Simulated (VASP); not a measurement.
# Be3GeO (Pm-3m) in VASP: further runs

Runs on Be3GeO. Level: PBE. Tasks: single point, relaxation of cell and atoms.

Program: VASP 6.6.1. These are calculated values, not measurements. Logs are shortened: lines on timing, memory, paths and dates and some standing lists are left out, and cuts for length are marked.

### Step 1. The cell of the first run

Symmetry: Pm-3m, No. 221, cubic system. Conventional cell: a = 3.634 Å, b = 3.634 Å, c = 3.634 Å, α = 90.00°, β = 90.00°, γ = 90.00°. Within 2.4 Å of Be (site symmetry 4/mmm) lie 2 O at 1.82 Å. Within 3.4 Å of Ge (site symmetry m-3m) lie 12 Be at 2.57 Å and 8 O at 3.15 Å. O (site symmetry m-3m) has 6 Be at 1.82 Å within 2.4 Å.

### Step 2. Single point, PBE

Input file INCAR:

```
SYSTEM = Be3GeO
  ALGO = Normal
  EDIFF = 1E-7
  ENCUT = 520
  GGA = PE
  ISIF = 2
  ISMEAR = 0
  LASPH = .TRUE.
  LCHARG = .FALSE.
  LREAL = .FALSE.
  LWAVE = .FALSE.
  NBANDS = 21
  NELM = 100
  PREC = Accurate
  SIGMA = 0.01
```

Input file KPOINTS:

```
k-points
0
G
  10 10 10
  0 0 0
```

Input file POSCAR:

```
Be3GeO
1.0
    3.6341220721      0.0000000000      0.0000000000
    0.0000000000      3.6341220721      0.0000000000
    0.0000000000      0.0000000000      3.6341220721
Be Ge O
3 1 1
Direct
    0.5000000000      0.5000000000      0.0000000000
    0.0000000000      0.5000000000      0.5000000000
    0.5000000000      0.0000000000      0.5000000000
    0.0000000000      0.0000000000      0.0000000000
    0.5000000000      0.5000000000      0.5000000000
```

Potentials or basis: VASP PAW PBE potentials, release 64 (Be, Ge_d, O).

On the command line:

```console
$ cat potpaw_PBE.64/Be/POTCAR potpaw_PBE.64/Ge_d/POTCAR potpaw_PBE.64/O/POTCAR > POTCAR
$ mpirun -np 1 vasp_std > vasp.out
```

OUTCAR:

```text
SYSTEM = Be3GeO
   EDIFF = 1E-7
   ENCUT = 520
   GGA = PE
   ISIF = 2
   ISMEAR = 0
   LASPH = .TRUE.
   LREAL = .FALSE.
   NELM = 100
   PREC = Accurate

 ion  position               nearest neighbor table
   1  0.500  0.500  0.000-   5 1.82   5 1.82   4 2.57   4 2.57   4 2.57   4 2.57
   2  0.000  0.500  0.500-   5 1.82   5 1.82   4 2.57   4 2.57   4 2.57   4 2.57
   3  0.500  0.000  0.500-   5 1.82   5 1.82   4 2.57   4 2.57   4 2.57   4 2.57
   4  0.000  0.000  0.000-   1 2.57   2 2.57   3 2.57   2 2.57   3 2.57   1 2.57   2 2.57   2 2.57
                             1 2.57   3 2.57   3 2.57   1 2.57
   5  0.500  0.500  0.500-   1 1.82   2 1.82   3 1.82   1 1.82   3 1.82   2 1.82

  LATTYP: Found a simple cubic cell.
 ALAT       =     3.6341220721

  Lattice vectors:

 A1 = (   3.6341220721,   0.0000000000,   0.0000000000)
 A2 = (   0.0000000000,   3.6341220721,   0.0000000000)
 A3 = (   0.0000000000,   0.0000000000,   3.6341220721)

Analysis of symmetry for initial positions (statically):
=====================================================================
 Subroutine PRICEL returns:
 Original cell was already a primitive cell.

 Routine SETGRP: Setting up the symmetry group for a
 simple cubic supercell.

 Subroutine GETGRP returns: Found 48 space group operations
 (whereof 48 operations were pure point group operations)
 out of a pool of 48 trial point group operations.

The static configuration has the point symmetry O_h .

Analysis of symmetry for dynamics (positions and initial velocities):
=====================================================================
 Subroutine PRICEL returns:
 Original cell was already a primitive cell.

 Routine SETGRP: Setting up the symmetry group for a
 simple cubic supercell.

 Subroutine GETGRP returns: Found 48 space group operations
 (whereof 48 operations were pure point group operations)
 out of a pool of 48 trial point group operations.

The dynamic configuration has the point symmetry O_h .

 Subroutine INISYM returns: Found 48 space group operations
 (whereof 48 operations are pure point group operations),
 and found     1 'primitive' translations

----------------------------------------------------------------------------------------

                                     Primitive cell

  volume of cell :      47.9953

  direct lattice vectors                    reciprocal lattice vectors
[... 95 lines left out ...]
   EDIFFG = 0.1E-05   stopping-criterion for IOM
   NSW    =      0    number of steps for IOM
   IBRION =     -1    ionic relax: 0-MD 1-quasi-New 2-CG
   NFREE  =      0    steps in history (QN), initial steepest desc. (CG)
   ISIF   =      2    stress and relaxation
   ISYM   =      2    0-nonsym 1-usesym 2-fastsym
   POTIM  = 0.5000    time-step for ionic-motion
   TEBEG  =    0.0;   TEEND  =   0.0 temperature during run
   PSTRESS=    0.0 pullay stress
   NELECT =      26.0000    total number of electrons
   NUPDOWN=      -1.0000    fix difference up-down
   EMIN   =  10.00;   EMAX   =-10.00  energy-range for DOS
   EFERMI =   0.00;   METHOD = LEGACY
   ISMEAR =     0;   SIGMA  =   0.01  broadening in eV -4-tet -1-fermi 0-gaus
   EFERMI_NEDOS =   21; number of points for ismear=-14 and -15
   IALGO  =     38    algorithm
   IMIX   =      4    mixing-type and parameters
     AMIX     =   0.40;   BMIX     =  1.00
     AMIX_MAG =   1.60;   BMIX_MAG =  1.00
  volume/ion in A,a.u.               =       9.60        64.78
  Fermi-wavevector in a.u.,A,eV,Ry     =   1.334545  2.521924 24.232104  1.781009
  Thomas-Fermi vector in A             =   2.463318
   LORBIT       =      0    0 simple, 1 ext, 2 COOP (PROOUT), +10 PAW based schemes
   GGA     = PE    functional components
   LHFCALC =     F    Hartree Fock is set to
   AEXX    =    0.0000 exact exchange contribution
   IVDW    =     0    specifies the selected vdW correction
   LEPSILON=     F    determine dielectric tensor
   LRPA    =     F    only Hartree local field effects (RPA)
 non-spin polarized calculation
 Gauss-broadening in eV      SIGMA  =   0.01
  energy-cutoff  :      520.00
  volume of cell :       48.00
 maximum number of plane-waves:      1328
 NGX is ok and might be reduce to    28
   NGX = 13   NGY = 13   NGZ = 13

 number of electron      26.0000026 magnetization

 Free energy of the ion-electron system (eV)
  ---------------------------------------------------
  ext. energy  EPLUGINS =         0.00000000
  ---------------------------------------------------
  free energy    TOTEN  =       -22.46183227 eV

  energy without entropy =      -22.46172441  energy(sigma->0) =      -22.46177834

 E-fermi :   8.1905     XC(G=0): -11.2208

 val. band max:        8.1433442555   @ k =   0.5000   0.4000   0.0000
 cond. band min:       8.1952934891   @ k =   0.5000   0.4000   0.1000
 fundamental gap:      0.0519492335
 Fermi energy:         8.1905241264

 k-point     1 :       0.0000    0.0000    0.0000
  band No.  band energies     occupation
      1     -16.0143      2.00000
      2     -16.0143      2.00000
      3     -16.0061      2.00000
      4     -16.0061      2.00000
      5     -16.0061      2.00000
      6     -14.1258      2.00000
[... 565 lines left out ...]
     20      15.7514      0.00000
     21      17.1360      0.00000

 [... further k-points ...]

------------------------ aborting loop because EDIFF is reached ----------------------------------------

  FORCE on cell =-STRESS in cart. coord.  units (eV):
  Direction    XX          YY          ZZ          XY          YZ          ZX
  --------------------------------------------------------------------------------------
  -------------------------------------------------------------------------------------
  Total        0.0277045      0.0277045      0.0277045     -0.0000000      0.0000000     -0.0000000
  in kB        0.9248297      0.9248297      0.9248297     -0.0000000      0.0000000     -0.0000000
  external PRESSURE =       0.9248297 kB  Pullay stress =       0.0000000 kB

 VOLUME and BASIS-vectors are now :
 -----------------------------------------------------------------------------
  energy-cutoff  :      520.00
  volume of cell :       48.00
      direct lattice vectors                 reciprocal lattice vectors
     3.634122072  0.000000000  0.000000000     0.275169623  0.000000000  0.000000000
     0.000000000  3.634122072  0.000000000     0.000000000  0.275169623  0.000000000
     0.000000000  0.000000000  3.634122072     0.000000000  0.000000000  0.275169623

 POSITION                                       TOTAL-FORCE (eV/Angst)
 -----------------------------------------------------------------------------------
      1.81706      1.81706      0.00000         0.000000      0.000000      0.000000
      0.00000      1.81706      1.81706         0.000000      0.000000      0.000000
      1.81706      0.00000      1.81706         0.000000      0.000000      0.000000
      0.00000      0.00000      0.00000         0.000000      0.000000      0.000000
      1.81706      1.81706      1.81706         0.000000      0.000000      0.000000
 -----------------------------------------------------------------------------------
    total drift:                               -0.000000      0.000000      0.000000

  FREE ENERGIE OF THE ION-ELECTRON SYSTEM (eV)
  ---------------------------------------------------
  free  energy   TOTEN  =       -22.4618322677 eV

  energy  without entropy=      -22.4617244107  energy(sigma->0) =      -22.46177834
```

stdout:

```text
POSCAR found type information on POSCAR BeGeO
 POSCAR found :  3 types and       5 ions
 scaLAPACK will be used
 LDA part: xc-table for (Slater+PW92), standard interpolation
 POSCAR, INCAR and KPOINTS ok, starting setup
 FFT: planning ... GRIDC
 FFT: planning ... GRID_SOFT
 FFT: planning ... GRID
 WAVECAR not read
 entering main loop
```

Run time: 95 s. Hardware: 1 thread of Intel Xeon 8259CL, shared host; peak memory 0.19 GiB.

Results:

```
Free energy            : -22.4618 eV
Pressure               : 0.1 GPa
Band gap on the k mesh : zero (bands 13 and 14 overlap by 0.48 eV)
```

### Step 3. Relaxation of cell and atoms, PBE

This run uses another cell than the first one, of 9.58 Å³/atom.

Input file INCAR:

```
PREC = Accurate
ENCUT = 600
EDIFF = 1E-6
ISMEAR = 0
SIGMA = 0.01
LREAL = False
LASPH = True
NELM = 80
ALGO = Normal
ISIF = 3
LWAVE = False
LCHARG = False
GGA = PE
IBRION = 2
NSW = 100
EDIFFG = -0.005
```

Input file KPOINTS:

```
Automatic mesh
0
Gamma
  10 10 10
```

POSCAR: that of step 2 with these lines changed.

```diff
@@ -2,5 +2,5 @@
 1.0
-    3.6341220721      0.0000000000      0.0000000000
-    0.0000000000      3.6341220721      0.0000000000
-    0.0000000000      0.0000000000      3.6341220721
+    3.6310926057      0.0000000000      0.0000000000
+    0.0000000000      3.6310926057      0.0000000000
+    0.0000000000      0.0000000000      3.6310926057
 Be Ge O
```

Potentials or basis: VASP PAW PBE potentials, release 64 (Be, Ge_d, O).

On the command line:

```console
$ cat potpaw_PBE.64/Be/POTCAR potpaw_PBE.64/Ge_d/POTCAR potpaw_PBE.64/O/POTCAR > POTCAR
$ mpirun -np 1 vasp_std > vasp.out
```

Run time: 2.3 min. Hardware: 1 thread of Intel Xeon 8259CL, shared host; peak memory 0.21 GiB.

It converged, with:

```yaml
Free_energy: -22.4649 eV
Relaxed_volume: 9.60 Å³/atom
Relaxed_cell: a = 3.635 Å, b = 3.635 Å, c = 3.635 Å, α = 90.00°, β = 90.00°, γ = 90.00°
Space_group_after_relaxing_to_0.1_Å: Pm-3m (No. 221)
Energy_gained_by_relaxing: 0.0 meV/atom
Ionic_steps: 2
Pressure_after_relaxing: -0.1 GPa
Band_gap_on_the_k_mesh: zero (bands 13 and 14 overlap by 0.48 eV)
```

Step by step:
| step | energy change (eV) | largest force (eV/Å) | pressure (GPa) | volume (Å³) |
| --- | --- | --- | --- | --- |
| 1 | 0.0000 | 0.0000 | 0.35 | 47.88 |
| 2 | -0.0001 | 0.0000 | -0.06 | 48.02 |

Final structure:
```
Be Ge O
1.0
     3.63477    0.00000    0.00000
     0.00000    3.63477    0.00000
     0.00000    0.00000    3.63477
Be Ge O
3 1 1
Direct
  0.50000 0.50000 0.00000
  0.00000 0.50000 0.50000
  0.50000 0.00000 0.50000
  0.00000 0.00000 0.00000
  0.50000 0.50000 0.50000
```

Levels at points of the mesh, in eV from the Fermi level:
| k point | band 11 | band 12 | band 13 | band 14 | band 15 | band 16 |
| --- | --- | --- | --- | --- | --- | --- |
| (0.00, 0.00, 0.00) | -0.78 | -0.78 | -0.78 | 0.59 | 0.59 | 4.10 |
| (0.50, 0.00, 0.00) | -6.06 | -1.29 | -1.29 | 1.04 | 3.35 | 3.35 |
| (0.50, 0.50, 0.00) | -3.06 | -3.06 | -0.45 | 1.51 | 1.70 | 1.70 |
| (0.50, 0.50, 0.50) | -5.86 | -5.86 | -5.86 | 2.86 | 2.86 | 2.86 |

The gap in the log of VASP goes by the Fermi energy; the results here count the filled bands.